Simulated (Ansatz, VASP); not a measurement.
**One calculation of SnO2, two programs**

```
CELL_PARAMETERS angstrom
4.65567 0.00000 0.00000
0.00000 4.65576 0.00000
0.00000 0.00000 3.31762
ATOMIC_POSITIONS crystal
Sn 0.50000 0.50000 0.50000
Sn 0.00000 0.00000 0.00000
O 0.30746 0.30745 0.00000
O 0.80746 0.19255 0.50000
O 0.19254 0.80745 0.50000
O 0.69254 0.69255 0.00000
```

Alike in both runs: task single point; functional LDA; k mesh 6 × 6 × 8; occupations gaussian, width 0.02 eV; no spin polarisation.

```csv
,VASP,Ansatz
version,VASP 6.6.1,Ansatz 0.2.0
potentials or method,"VASP PAW LDA potentials, release 64 (Sn_d, O_h), cutoff 910 eV","scalar-relativistic, plane waves, PAW"
valence electrons in the cell,52,52
```

```csv
,VASP,Ansatz,Ansatz less VASP
gap on the k mesh at the Fermi level (eV),0.95,0.90,-0.045
least direct gap on the mesh (eV),0.95,0.90,-0.045
```

LDA's correlation is that of Perdew and Zunger in VASP and of Perdew and Wang (1992) in Ansatz. Ansatz's warnings: near symmetry operations not taken.

Noted on VASP's run: the cutoff is under 1.25 times that of the potentials, so the pressure is a little rough.
